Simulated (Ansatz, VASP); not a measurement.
# Mn in VASP and in Ansatz

```
CELL_PARAMETERS angstrom
3.72010 0.00000 0.00000
-1.86005 3.22170 0.00000
0.00000 0.00000 4.31233
ATOMIC_POSITIONS crystal
Mn 0.00000 0.00000 0.25000
Mn 0.00000 0.00000 0.75000
Mn 0.33333 0.66667 0.75000
Mn 0.66667 0.33333 0.25000
```

Alike in both runs: functional PBE; k mesh 6 × 6 × 4; occupations gaussian, width 0.1 eV; no spin polarisation.

Ansatz relaxed the structure, and its values are those at the end. VASP's run is a single point on that final structure, the one shown.

```csv
,VASP,Ansatz
version,VASP 6.6.1,Ansatz 0.2.0
potentials or method,"VASP PAW PBE potentials, release 64 (Mn_sv), cutoff 680 eV","scalar-relativistic, plane waves, PAW"
valence electrons in the cell,60,60
```

```tsv
	VASP	Ansatz	Ansatz less VASP
gap on the k mesh at the Fermi level (eV)	none	none	-
pressure (GPa)	-1.3	-0.3	+1.02
```

A gap of «none» marks a metal or a gap that the smearing closes.

The k mesh is coarse, so the values compare programs but aren't converged.
